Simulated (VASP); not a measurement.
# P in VASP: notebook, part 2 of 2

VASP 6.6.1. The steps go on from the part before.

### Step 3. Single point, PBEsol (strain +0.000 along x and y, +0.030 along z)

INCAR

```
SYSTEM = P
PREC = Accurate
ENCUT = 520
EDIFF = 1E-7
ISMEAR = 0
SIGMA = 0.05
LREAL = .False.
LASPH = .True.
NELM = 80
ALGO = Normal
ISIF = 2
LWAVE = .False.
LCHARG = .False.
GGA = PS
NBANDS = 18
```

KPOINTS

```
Automatic mesh
0
Gamma
  8 1 6
  0 0 0
```

POSCAR

```
P
1.0
    3.2837277200      0.0000000000      0.0000000000
    0.0000000000     34.8570309900      0.0000000000
    0.0000000000      0.0000000000      4.7710472513
P
4
Direct
    0.0000000000      0.9702614300      0.5921507200
    0.0000000000      0.0297385700      0.4078492800
    0.5000000000      0.0297385700      0.0921507200
    0.5000000000      0.9702614300      0.9078492800
```

Potentials or basis: VASP PAW PBE potentials, release 64 (P).

The run is started by

```sh
cat potpaw_PBE.64/P/POTCAR > POTCAR
mpirun -np 1 vasp_std > vasp.out
```

OUTCAR:

```text
SYSTEM = P
   PREC = Accurate
   ENCUT = 520
   EDIFF = 1E-7
   ISMEAR = 0
   LREAL = .False.
   LASPH = .True.
   NELM = 80
   ISIF = 2
   GGA = PS

 ion  position               nearest neighbor table
   1  0.000  0.970  0.592-   4 2.23   4 2.23   2 2.25
   2  0.000  0.030  0.408-   3 2.23   3 2.23   1 2.25
   3  0.500  0.030  0.092-   2 2.23   2 2.23   4 2.25
   4  0.500  0.970  0.908-   1 2.23   1 2.23   3 2.25

  LATTYP: Found a simple orthorhombic cell.
[... 613 lines left out ...]

  FORCE on cell =-STRESS in cart. coord.  units (eV):
  Direction    XX          YY          ZZ          XY          YZ          ZX
  --------------------------------------------------------------------------------------
  -------------------------------------------------------------------------------------
  Total       -1.3704212     -0.1593758     -2.1113525      0.0000000     -0.0000000      0.0000000
  in kB       -4.0206235     -0.4675861     -6.1944119      0.0000000     -0.0000000      0.0000000
  external PRESSURE =      -3.5608739 kB  Pullay stress =       0.0000000 kB

 VOLUME and BASIS-vectors are now :
 -----------------------------------------------------------------------------
  energy-cutoff  :      520.00
  volume of cell :      546.10
      direct lattice vectors                 reciprocal lattice vectors
     3.283727720  0.000000000  0.000000000     0.304531948  0.000000000  0.000000000
     0.000000000 34.857030990  0.000000000     0.000000000  0.028688617  0.000000000
     0.000000000  0.000000000  4.771047251     0.000000000  0.000000000  0.209597589

 POSITION                                       TOTAL-FORCE (eV/Angst)
 -----------------------------------------------------------------------------------
      0.00000     33.82043      2.82518        -0.000000      0.035090      0.187653
      0.00000      1.03660      1.94587        -0.000000     -0.035090     -0.187653
      1.64186      1.03660      0.43966         0.000000     -0.035090      0.187653
      1.64186     33.82043      4.33139        -0.000000      0.035090     -0.187653
 -----------------------------------------------------------------------------------
    total drift:                               -0.000000      0.000000     -0.000000

  FREE ENERGIE OF THE ION-ELECTRON SYSTEM (eV)
  ---------------------------------------------------
  free  energy   TOTEN  =       -22.7819643059 eV

  energy  without entropy=      -22.7819643059  energy(sigma->0) =      -22.78196431
```

It took 2.6 min on 1 thread of Intel Xeon 6975P-C (Granite Rapids), shared host; peak memory 0.56 GiB.

What came out:

```
Free energy            : -22.7820 eV
Largest force          : 0.191 eV/Å
Band gap on the k mesh : 1.07 eV
```

Forces on the atoms (eV/Å):
```
P    0.000  0.035  0.188
P    0.000 -0.035 -0.188
P    0.000 -0.035  0.188
P    0.000  0.035 -0.188
```

Caveat: the cell differs from its parent crystal (strain +0.000 along x and y, +0.030 along z); the PAW data sets were made with another functional, which shifts forces and pressure a little.

### Step 4. Single point, PBEsol (strain +0.015 along x and y, +0.000 along z)

INCAR

```
ALGO = Normal
EDIFF = 1E-7
ENCUT = 520
GGA = PS
ISIF = 2
ISMEAR = 0
LASPH = True
LCHARG = True
LELF = True
LREAL = False
LVHAR = True
LWAVE = False
NBANDS = 18
NELM = 80
PREC = Accurate
SIGMA = 0.05
```

KPOINTS

```
k-points
0
Gamma
  8 1 6
```

POSCAR

```
P
1.0
    3.3329836358      0.0000000000      0.0000000000
    0.0000000000     35.3798864548      0.0000000000
    0.0000000000      0.0000000000      4.6320847100
P
4
Direct
    0.0000000000      0.9702614300      0.5921507200
    0.0000000000      0.0297385700      0.4078492800
    0.5000000000      0.0297385700      0.0921507200
    0.5000000000      0.9702614300      0.9078492800
```

The run is started by

```sh
cat potpaw_PBE.64/P/POTCAR > POTCAR
mpirun -np 1 vasp_std > vasp.out
```

Run time: 3.2 min. Hardware: 1 thread of Intel Xeon 6975P-C (Granite Rapids), shared host; peak memory 0.63 GiB.

It converged, with:

* Free energy: -22.7907 eV
* Largest force: 0.305 eV/Å
* Band gap on the k mesh: 0.84 eV

Forces in eV/Å, atoms in the order of the input:
```
P    0.000  0.203 -0.227
P    0.000 -0.203  0.227
P    0.000 -0.203 -0.227
P    0.000  0.203  0.227
```

Levels at points of the mesh, in eV from the valence-band top:
```tsv
k point	band 8	band 9	band 10	band 11	band 12	band 13
(0.00, 0.00, 0.00)	-2.01	-1.63	0.00	0.84	1.32	2.35
(0.50, 0.00, 0.00)	-2.74	-2.02	-2.02	1.15	1.15	2.18
(0.00, 0.00, 0.50)	-2.78	-1.34	-1.34	1.81	1.81	3.56
(0.50, 0.00, 0.50)	-4.58	-1.14	-1.14	2.22	2.22	3.83
```

Caveat: the cell differs from its parent crystal (strain +0.015 along x and y, +0.000 along z); the PAW data sets were made with another functional, which shifts forces and pressure a little.

### Step 5. Summary

| cell | gap on the mesh (eV) | largest force (eV/Å) |
| --- | --- | --- |
| a = 3.382, b = 35.903, c = 4.493 Å, 4 atoms | 0.61 | 0.73 |
| a = 3.284, b = 34.857, c = 4.771 Å, 4 atoms | 1.07 | 0.19 |
| a = 3.333, b = 35.380, c = 4.632 Å, 4 atoms | 0.84 | 0.30 |

Alike in all rows: task single point; level PBEsol; potentials or basis VASP PAW PBE potentials, release 64 (P); no spin polarisation; k mesh 8 × 1 × 6; cutoff (eV) 520; smearing gaussian 0.05 eV.

Caveats: the PAW data sets were made with another functional, which shifts forces and pressure a little.

Absolute energies hang on the potentials; compare differences alone.
